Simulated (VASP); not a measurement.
A run of VASP 6.6.1:

The input INCAR:

```
PREC     = Accurate       # precision mode
ENCUT    = 600            # plane-wave cutoff, eV
EDIFF    = 1E-8           # SCF threshold, eV
ISMEAR   = 0              # smearing method
SIGMA    = 0.01           # smearing width, eV
LREAL    = F              # projectors in reciprocal space
LASPH    = T              # aspherical terms in the spheres
NELM     = 60             # most SCF steps
ALGO     = Normal         # electronic algorithm
ISIF     = 3              # what is computed and relaxed
LWAVE    = F              # write WAVECAR
LCHARG   = T              # write CHGCAR
GGA      = CA             # functional
IBRION   = 6              # ionic algorithm
NFREE    = 2            
POTIM    = 0.015          # step
NSW      = 1              # ionic steps
```

File KPOINTS:

```
regular mesh
0
Gamma
  12 12 12
```

Contents of POSCAR:

```
SiC
1.0
    0.0000000000      2.1437760222      2.1437760222
    2.1437760222      0.0000000000      2.1437760222
    2.1437760222      2.1437760222      0.0000000000
Si C
1 1
Direct
    0.0000000000      0.0000000000      0.0000000000
    0.7500000000      0.7500000000      0.7500000000
```

Potentials or basis: VASP PAW LDA potentials, release 64 (Si, C).

Run with:

```console
$ cat potpaw_LDA.64/Si/POTCAR potpaw_LDA.64/C/POTCAR > POTCAR
$ mpirun -np 1 vasp_std > vasp.out
```

Hardware: 1 thread of AMD EPYC 9R45 96-Core Processor (Zen 5) (shared host).

Estimate the wall time of this run.

It took 5 min on 1 thread of AMD EPYC 9R45 96-Core Processor (Zen 5), on a shared host, peak memory 0.27 GiB. Counts: scf iterations 148, k points 72.
